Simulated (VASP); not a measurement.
**BaTiO3: single point with PBEsol+U**

The system is BaTiO3.

```
Ba Ti O
1.0
     4.00600    0.00000    0.00000
     0.00000    4.00600    0.00000
     0.00000    0.00000    4.00600
Ba Ti O
1 1 3
Direct
  0.50000 0.50000 0.50000
  0.00000 0.00000 0.00000
  0.00000 0.00000 0.50000
  0.00000 0.50000 0.00000
  0.50000 0.00000 0.00000
```

```
Program                : VASP 6.6.1
Task                   : single point
Functional             : PBEsol
Potentials or basis    : VASP PAW PBE potentials, release 64 (Ba_sv, Ti_sv, O_h)
Cutoff                 : 910 eV
k mesh                 : 7 × 7 × 7
Occupations            : fermi-dirac, width 0.05 eV
Spin                   : no spin polarisation
Hubbard terms          : Ti d U = 6.0 eV
Dipole correction      : no
Further INCAR settings : ALGO = Normal; EDIFF = 1e-06; NBANDS = 28
```

```
Pressure               : 1.8 GPa
Band gap on the k mesh : 2.49 eV (least direct gap 2.63 eV)
```

Levels at points of the mesh, in eV from the valence-band top:
```
           k point  band 18  band 19  band 20  band 21  band 22  band 23
(0.00, 0.00, 0.00)    -0.14    -0.14    -0.14     2.49     2.49     2.49
```

Eigenvalues of the final occupation matrices:
```
    site  spin  trace               eigenvalues
site 2 d     1   0.75  0.10 0.10 0.10 0.23 0.23
site 2 d     2   0.75  0.10 0.10 0.10 0.23 0.23
```

Wall time 52 s on 1 thread of AMD EPYC 9R45 96-Core Processor (Zen 5) (shared host), peak memory 0.26 GiB.

Caveat: the cutoff is under 1.25 times the usual one of these potentials, so pressure, stress and relaxed cells hold a basis-set (Pulay) error; the PAW data sets were made with another functional, which shifts forces and pressure a little; spin-orbit coupling is left out, which moves the levels of the heavy elements; an odd mesh through Γ misses points on the zone boundary, where band edges can lie.
